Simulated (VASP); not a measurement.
# Li15MnF16 (a cell with a defect) in VASP: single point with PBE

Aim: the single point of Li15MnF16 (a cell with a defect) with PBE.

Everything below comes from runs of VASP 6.6.1. Logs are shortened: lines on timing, memory, paths and dates and some standing lists are left out, and cuts for length are marked.

## Step 1: The cell of the first run

The cell holds a defect, 32 atoms: a = 7.046 Å, b = 7.046 Å, c = 7.046 Å, α = 109.47°, β = 109.47°, γ = 109.47°.

## Step 2: Single point, PBE, collinear spin, ferromagnetic start

INCAR reads:

```
ALGO = Normal
EDIFF = 1E-7
ENCUT = 520
GGA = PE
ISIF = 2
ISMEAR = 0
ISPIN = 2
LASPH = True
LCHARG = False
LMAXMIX = 4
LORBIT = 11
LREAL = Auto
LWAVE = False
MAGMOM = 4 0 0 0 0 0 0 0 0 0 0 0 0 0 0 0 0 0 0 0 0 0 0 0 0 0 0 0 0 0 0 0
NBANDS = 111
NELECT = 171.0
NELM = 150
PREC = Accurate
SIGMA = 0.01
```

KPOINTS reads:

```
Automatic mesh
0
Gamma
  2 2 2
  0.5 0.5 0.5
```

POSCAR reads:

```
Li15MnF16
1.0
   -4.0681815579      4.0681815579     -4.0681815579
    4.0681815579     -4.0681815579     -4.0681815579
   -4.0681815579     -4.0681815579      4.0681815579
Mn Li F
1 15 16
Direct
    0.5000000000      0.2500000000      0.2500000000
    0.2489176695      0.2500000000      0.5010823305
    0.0000000000      0.2500000000      0.7500000000
    0.7510823305     -0.0010823305      0.2500000000
    0.7510823305      0.2500000000     -0.0010823305
    0.5000000000     -0.0010823305      0.5010823305
    0.2489176695     -0.0010823305      0.7478353389
    0.0000000000      0.7500000000      0.2500000000
    0.9978353389      0.9989176695      0.9989176695
    0.7510823305      0.7521646611      0.5010823305
    0.5000000000      0.7500000000      0.7500000000
    0.2489176695      0.5010823305      0.2500000000
    0.2489176695      0.7478353389     -0.0010823305
    0.0021646611      0.5010823305      0.5010823305
    0.7510823305      0.5010823305      0.7521646611
    0.5000000000      0.5010823305     -0.0010823305
    0.7831151507      0.2500000000      0.5331151507
    0.5000000000      0.2500000000      0.7500000000
    0.2168848493      0.2500000000     -0.0331151507
    0.0000000000      0.0000000000      0.5000000000
    0.0000000000      0.2500000000      0.2500000000
    0.7500000000      0.0000000000      0.7500000000
    0.5000000000     -0.0331151507     -0.0331151507
    0.2500000000      0.7500000000      0.5000000000
    0.2168848493     -0.0331151507      0.2500000000
    0.0000000000      0.7500000000      0.7500000000
    0.7500000000      0.7500000000      0.0000000000
    0.5000000000      0.5331151507      0.5331151507
    0.5000000000      0.7500000000      0.2500000000
    0.2500000000      0.5000000000      0.7500000000
    0.0000000000      0.5000000000      0.0000000000
    0.7831151507      0.5331151507      0.2500000000
```

Potentials or basis: VASP PAW PBE potentials, release 64 (Mn_pv, Li_sv, F).

On the command line:

```sh
$ cat potpaw_PBE.64/Mn_pv/POTCAR potpaw_PBE.64/Li_sv/POTCAR potpaw_PBE.64/F/POTCAR > POTCAR
$ mpirun -np 1 vasp_std > vasp.out
```

OUTCAR:

```text
EDIFF = 1E-7
   ENCUT = 520
   GGA = PE
   ISIF = 2
   ISMEAR = 0
   ISPIN = 2
   LASPH = True
   LORBIT = 11
   LREAL = Auto
   NELECT = 171.0
   NELM = 150
   PREC = Accurate

 ion  position               nearest neighbor table
   1  0.500  0.250  0.250-  17 2.30  19 2.30  23 2.30  25 2.30  28 2.30  32 2.30   2 2.89   4 2.89
                             5 2.89   6 2.89  12 2.89  16 2.89  14 2.89  10 2.89  15 2.89   7 2.89
   2  0.249  0.250  0.501-  20 2.03  30 2.03  21 2.03  18 2.03  28 2.06  25 2.06   1 2.89
   3  0.000  0.250  0.750-  17 1.76  19 1.76  20 2.03  22 2.03  30 2.03  31 2.03
   4  0.751  0.999  0.250-  20 2.03  27 2.03  21 2.03  29 2.03  17 2.06  23 2.06   1 2.89
   5  0.751  0.250  0.999-  22 2.03  31 2.03  18 2.03  21 2.03  23 2.06  32 2.06   1 2.89
   6  0.500  0.999  0.501-  22 2.03  24 2.03  18 2.03  29 2.03  25 2.06  17 2.06   1 2.89
   7  0.249  0.999  0.748-  20 2.03  24 2.03  18 2.03  26 2.03  19 2.06  23 2.06   1 2.89
   8  0.000  0.750  0.250-  25 1.76  32 1.76  20 2.03  27 2.03  31 2.03  24 2.03
   9  0.998  0.999  0.999-  27 2.03  22 2.03  21 2.03  26 2.03  19 2.06  25 2.06   1 2.89
  10  0.751  0.752  0.501-  20 2.03  22 2.03  29 2.03  26 2.03  28 2.06  32 2.06   1 2.89
  11  0.500  0.750  0.750-  23 1.76  28 1.76  24 2.03  27 2.03  22 2.03  30 2.03
  12  0.249  0.501  0.250-  24 2.03  31 2.03  29 2.03  21 2.03  19 2.06  28 2.06   1 2.89
  13  0.249  0.748  0.999-  31 2.03  30 2.03  29 2.03  26 2.03  23 2.06  25 2.06   1 2.89
  14  0.002  0.501  0.501-  24 2.03  30 2.03  21 2.03  26 2.03  17 2.06  32 2.06   1 2.89
  15  0.751  0.501  0.752-  27 2.03  31 2.03  18 2.03  26 2.03  28 2.06  17 2.06   1 2.89
  16  0.500  0.501  0.999-  27 2.03  30 2.03  29 2.03  18 2.03  19 2.06  32 2.06   1 2.89
  17  0.783  0.250  0.533-   3 1.76   4 2.06   6 2.06  14 2.06  15 2.06   1 2.30
  18  0.500  0.250  0.750-   7 2.03  15 2.03   6 2.03   2 2.03   5 2.03  16 2.03
  19  0.217  0.250  0.967-   3 1.76  12 2.06  16 2.06   7 2.06   9 2.06   1 2.30
  20  0.000  0.000  0.500-  10 2.03   7 2.03   2 2.03   4 2.03   8 2.03   3 2.03
  21  0.000  0.250  0.250-   9 2.03  14 2.03   2 2.03   5 2.03  12 2.03   4 2.03
  22  0.750  0.000  0.750-   9 2.03  10 2.03   5 2.03   6 2.03   3 2.03  11 2.03
[... 8 lines left out ...]
  31  0.000  0.500  0.000-  13 2.03  15 2.03   5 2.03  12 2.03   8 2.03   3 2.03
  32  0.783  0.533  0.250-   8 1.76   5 2.06  16 2.06  14 2.06  10 2.06   1 2.30

  LATTYP: Found a body centered cubic cell.
 ALAT       =     8.1363631158

  Lattice vectors:

 A1 = (  -4.0681815579,   4.0681815579,  -4.0681815579)
 A2 = (   4.0681815579,  -4.0681815579,  -4.0681815579)
 A3 = (  -4.0681815579,  -4.0681815579,   4.0681815579)

Analysis of symmetry for initial positions (statically):
=====================================================================
 Subroutine PRICEL returns:
 Original cell was already a primitive cell.

 Routine SETGRP: Setting up the symmetry group for a
 body centered cubic supercell.

 Subroutine GETGRP returns: Found 48 space group operations
 (whereof  4 operations were pure point group operations)
 out of a pool of 48 trial point group operations.

The static configuration has the point symmetry C_2v.
 The point group associated with its full space group is O_h .

Analysis of symmetry for dynamics (positions and initial velocities):
=====================================================================
 Subroutine PRICEL returns:
 Original cell was already a primitive cell.

 Routine SETGRP: Setting up the symmetry group for a
 body centered cubic supercell.

 Subroutine GETGRP returns: Found 48 space group operations
 (whereof  4 operations were pure point group operations)
 out of a pool of 48 trial point group operations.

The dynamic configuration has the point symmetry C_2v.
 The point group associated with its full space group is O_h .

Analysis of structural, dynamic, and magnetic symmetry:
=====================================================================
 Subroutine PRICEL returns:
 Original cell was already a primitive cell.

 Routine SETGRP: Setting up the symmetry group for a
 body centered cubic supercell.

 Subroutine GETGRP returns: Found 48 space group operations
 (whereof  4 operations were pure point group operations)
 out of a pool of 48 trial point group operations.

The overall configuration has the point symmetry C_2v.
 The point group associated with its full space group is O_h .

 Subroutine INISYM returns: Found 48 space group operations
 (whereof  4 operations are pure point group operations),
 and found     1 'primitive' translations

----------------------------------------------------------------------------------------

                                     Primitive cell

[... 123 lines left out ...]
   LSORBIT =      F    spin-orbit coupling
   LASPH  =      T    aspherical Exc in radial PAW
   ENCUT  =  520.0 eV  38.22 Ry    6.18 a.u.  13.10 13.10 13.10*2*pi/ulx,y,z
   NELM   =    150;   NELMIN=  2; NELMDL= -5     # of ELM steps
   EDIFF  = 0.1E-06   stopping-criterion for ELM
   LREAL  =      T    real-space projection
   EDIFFG = 0.1E-05   stopping-criterion for IOM
   NSW    =      0    number of steps for IOM
   IBRION =     -1    ionic relax: 0-MD 1-quasi-New 2-CG
   NFREE  =      0    steps in history (QN), initial steepest desc. (CG)
   ISIF   =      2    stress and relaxation
   ISYM   =      2    0-nonsym 1-usesym 2-fastsym
   POTIM  = 0.5000    time-step for ionic-motion
   TEBEG  =    0.0;   TEEND  =   0.0 temperature during run
   PSTRESS=    0.0 pullay stress
   NELECT =     171.0000    total number of electrons
   NUPDOWN=      -1.0000    fix difference up-down
   EMIN   =  10.00;   EMAX   =-10.00  energy-range for DOS
   EFERMI =   0.00;   METHOD = LEGACY
   ISMEAR =     0;   SIGMA  =   0.01  broadening in eV -4-tet -1-fermi 0-gaus
   EFERMI_NEDOS =   21; number of points for ismear=-14 and -15
   IALGO  =     38    algorithm
   IMIX   =      4    mixing-type and parameters
     AMIX     =   0.40;   BMIX     =  1.00
     AMIX_MAG =   1.60;   BMIX_MAG =  1.00
  volume/ion in A,a.u.               =       8.42        56.79
  Fermi-wavevector in a.u.,A,eV,Ry     =   1.407084  2.659002 26.937958  1.979884
  Thomas-Fermi vector in A             =   2.529379
   LORBIT       =     11    0 simple, 1 ext, 2 COOP (PROOUT), +10 PAW based schemes
   GGA     = PE    functional components
   LHFCALC =     F    Hartree Fock is set to
   AEXX    =    0.0000 exact exchange contribution
   IVDW    =     0    specifies the selected vdW correction
   LEPSILON=     F    determine dielectric tensor
   LRPA    =     F    only Hartree local field effects (RPA)
 spin polarized calculation
 Gauss-broadening in eV      SIGMA  =   0.01
  energy-cutoff  :      520.00
  volume of cell :      269.32
 maximum number of plane-waves:      7296
 NGX is ok and might be reduce to    54
   NGX = 27   NGY = 27   NGZ = 27

 number of electron     171.0000163 magnetization       4.9999730

 Free energy of the ion-electron system (eV)
  ---------------------------------------------------
  ext. energy  EPLUGINS =         0.00000000
  ---------------------------------------------------
  free energy    TOTEN  =      -147.88544841 eV

  energy without entropy =     -147.87898946  energy(sigma->0) =     -147.88221893

 E-fermi :   7.4236     XC(G=0): -10.1749

 val. band max:        7.4205177304   @ k =   0.2500   0.2500   0.2500
 cond. band min:       7.4276638384   @ k =  -0.2500   0.2500   0.2500
 fundamental gap:      0.0071461080
 Fermi energy:         7.4235623696

 spin component 1

 k-point     1 :       0.2500    0.2500    0.2500
  band No.  band energies     occupation
      1     -42.6069      1.00000
      2     -42.6069      1.00000
      3     -42.6069      1.00000
      4     -41.9915      1.00000
      5     -41.9915      1.00000
      6     -41.9915      1.00000
[... 189 lines left out ...]
     96      10.6686      0.00000
     97      11.7096      0.00000
 Fermi energy:         7.4235623696

 spin component 2

 k-point     1 :       0.2500    0.2500    0.2500
  band No.  band energies     occupation
      1     -41.9819      1.00000
      2     -41.9819      1.00000
      3     -41.9819      1.00000
      4     -41.9802      1.00000
      5     -41.9572      1.00000
      6     -41.9572      1.00000
[... 189 lines left out ...]
     96      10.7434      0.00000
     97      11.9442      0.00000
 [bands above 97 left out]

------------------------ aborting loop because EDIFF is reached ----------------------------------------

  FORCE on cell =-STRESS in cart. coord.  units (eV):
  Direction    XX          YY          ZZ          XY          YZ          ZX
  --------------------------------------------------------------------------------------
  -------------------------------------------------------------------------------------
  Total       18.8501012     18.8501012     18.8501012      0.0000000      0.0000000     -0.0000000
  in kB      112.1407092    112.1407092    112.1407092      0.0000000      0.0000000     -0.0000000
  external PRESSURE =     112.1407092 kB  Pullay stress =       0.0000000 kB

 VOLUME and BASIS-vectors are now :
 -----------------------------------------------------------------------------
  energy-cutoff  :      520.00
  volume of cell :      269.32
      direct lattice vectors                 reciprocal lattice vectors
    -4.068181558  4.068181558 -4.068181558    -0.122905036  0.000000000 -0.122905036
     4.068181558 -4.068181558 -4.068181558     0.000000000 -0.122905036 -0.122905036
    -4.068181558 -4.068181558  4.068181558    -0.122905036 -0.122905036  0.000000000

 POSITION                                       TOTAL-FORCE (eV/Angst)
 -----------------------------------------------------------------------------------
     -2.03409      0.00000     -2.03409        -0.000000     -0.000000     -0.000000
     -2.03409     -2.04290      0.00881        -0.000000     -0.000032      0.000032
     -2.03409     -4.06818      2.03409        -0.000000     -0.000000     -0.000000
     -0.00881     -2.02528     -6.10227        -0.000032      0.000032     -0.000000
     -6.10227     -2.02528     -0.00881        -0.000000      0.000032     -0.000032
     -0.00881     -4.06818     -4.05938        -0.000032     -0.000000      0.000032
[... 24 lines left out ...]
      2.03409     -2.03409     -2.03409        -0.000000     -0.000000     -0.000000
     -2.03409      0.00000     -4.33762        -0.000000     -0.000000      0.016935
 -----------------------------------------------------------------------------------
    total drift:                               -0.000000     -0.000000     -0.000000

  FREE ENERGIE OF THE ION-ELECTRON SYSTEM (eV)
  ---------------------------------------------------
  free  energy   TOTEN  =      -147.8854484115 eV

  energy  without entropy=     -147.8789894564  energy(sigma->0) =     -147.88221893

 total charge

# of ion       s       p       d       tot
------------------------------------------
    1        0.304   6.070   5.312  11.687
    2        2.017   0.048   0.000   2.066
    3        2.031   0.070   0.000   2.101
    4        2.017   0.048   0.000   2.066
    5        2.017   0.048   0.000   2.066
    6        2.017   0.048   0.000   2.066
[... 24 lines left out ...]
   31        1.731   4.415   0.000   6.146
   32        1.740   4.406   0.000   6.146
--------------------------------------------------
tot         58.352  77.411   5.312 141.076

 magnetization (x)

# of ion       s       p       d       tot
------------------------------------------
    1        0.215   0.012   3.599   3.826
    2        0.002   0.002   0.000   0.004
    3        0.002   0.003   0.000   0.005
    4        0.002   0.002   0.000   0.004
    5        0.002   0.002   0.000   0.004
    6        0.002   0.002   0.000   0.004
[... 24 lines left out ...]
   31        0.000   0.001   0.000   0.002
   32        0.012   0.034   0.000   0.046
--------------------------------------------------
tot          0.328   0.271   3.599   4.198
```

It took 6.4 min on 1 thread of Intel Xeon Platinum 8259CL at 2.50GHz (Skylake/Cascade Lake), shared host; peak memory 0.53 GiB.

Results:

```yaml
Free_energy: -147.8854 eV
Largest_force: 0.017 eV/Å
Net_moment: 5.00 μB per cell
Site_moments: Mn +3.83; Li +0.00, +0.01; F +0.05, +0.01, +0.00 μB
Valence_electrons_inside_the_program's_atomic_spheres: Mn 11.69; Li 2.07, 2.10; F 6.15, 6.14
```

Forces in eV/Å, atoms in the order of the input:
```
Mn   0.000  0.000  0.000
Li   0.000  0.000  0.000
Li   0.000  0.000  0.000
Li   0.000  0.000  0.000
Li   0.000  0.000  0.000
Li   0.000  0.000  0.000
Li   0.000  0.000  0.000
Li   0.000  0.000  0.000
Li   0.000  0.000  0.000
Li   0.000  0.000  0.000
Li   0.000  0.000  0.000
Li   0.000  0.000  0.000
Li   0.000  0.000  0.000
Li   0.000  0.000  0.000
Li   0.000  0.000  0.000
Li   0.000  0.000  0.000
F    0.017  0.000  0.000
F    0.000  0.000  0.000
F   -0.017  0.000  0.000
F    0.000  0.000  0.000
F    0.000  0.000  0.000
F    0.000  0.000  0.000
F    0.000 -0.017  0.000
F    0.000  0.000  0.000
F    0.000  0.000 -0.017
F    0.000  0.000  0.000
F    0.000  0.000  0.000
F    0.000  0.017  0.000
F    0.000  0.000  0.000
F    0.000  0.000  0.000
F    0.000  0.000  0.000
F    0.000  0.000  0.017
```

Caveat: the k points lie up to 0.55 Å⁻¹ apart; the cell carries a net charge on a neutralising background, which shifts energy and pressure; the cell is charged against a uniform background, so pressure and absolute levels hang on convention; the cutoff is under 1.25 times the usual one of these potentials, so pressure, stress and relaxed cells hold a basis-set (Pulay) error; semilocal functionals often make such compounds metallic where correlation or magnetic order opens a gap, which also shifts bond lengths; only a ferromagnetic start was run, and an antiferromagnetic order may lie lower in energy.
